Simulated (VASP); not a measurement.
Li8CaCl10, 19 atoms in the cell. The cell holds an amorphous packing of atoms, 19 atoms: a = 7.624 Å, b = 7.327 Å, c = 7.686 Å, α = 92.33°, β = 90.56°, γ = 92.88°. 

* Program: VASP 6.6.1
* Task: single point
* Functional: PBE
* Potentials or basis: VASP PAW PBE potentials, release 64 (Li_sv, Cl, Ca_sv)
* Cutoff: 520 eV
* k mesh: 1 × 1 × 1
* Occupations: fermi-dirac, width 0.1379 eV
* Spin: no spin polarisation
* Dipole correction: no
* Further INCAR settings: LREAL = Auto; ALGO = Normal; EDIFF = 1e-06; NBANDS = 67; ISYM = 0

Potentials or basis: VASP PAW PBE potentials, release 64 (Li_sv, Cl, Ca_sv).

Launch:

```bash
$ cat potpaw_PBE.64/Li_sv/POTCAR potpaw_PBE.64/Cl/POTCAR potpaw_PBE.64/Ca_sv/POTCAR > POTCAR
$ mpirun -np 1 vasp_gam > vasp.out
```

Hardware: 1 thread of Intel Xeon 6975P-C, with other jobs on the host.

How long does it take, and how much memory?

Wall time 110 s on 1 thread of Intel Xeon 6975P-C, with other jobs on the host, peak memory 0.42 GiB. Counts: scf iterations 17, k points 1.
